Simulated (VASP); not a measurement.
A run of VASP 6.6.1:

File INCAR:

```
  ALGO = Normal
  EDIFF = 1E-8
  ENCUT = 520
  GGA = PS
  IBRION = 8
  ISIF = 2
  ISMEAR = 1
  LASPH = True
  LCHARG = False
  LREAL = False
  LWAVE = False
  NBANDS = 14
  NELM = 80
  NSW = 1
  PREC = Accurate
  SIGMA = 0.2
```

The input KPOINTS:

```
k-points
0
Gamma
  12 12 12
```

File POSCAR:

```
HfC
1.0
    0.0000000000      2.3035410416      2.3035410416
    2.3035410416      0.0000000000      2.3035410416
    2.3035410416      2.3035410416      0.0000000000
Hf C
1 1
Direct
    0.5000000000      0.5000000000      0.5000000000
    0.0000000000      0.0000000000      0.0000000000
```

Potentials or basis: VASP PAW PBE potentials, release 64 (Hf_pv, C).

Run with:

```sh
$ cat potpaw_PBE.64/Hf_pv/POTCAR potpaw_PBE.64/C/POTCAR > POTCAR
$ mpirun -np 1 vasp_std > vasp.out
```

Hardware: 1 thread of Intel Xeon 8259CL (shared host).

Problem. Estimate the wall time of this run.

Solution. Wall time 3.6 min on 1 thread of Intel Xeon 8259CL, with other jobs on the host, peak memory 0.27 GiB. Counts: scf iterations 43, k points 72.
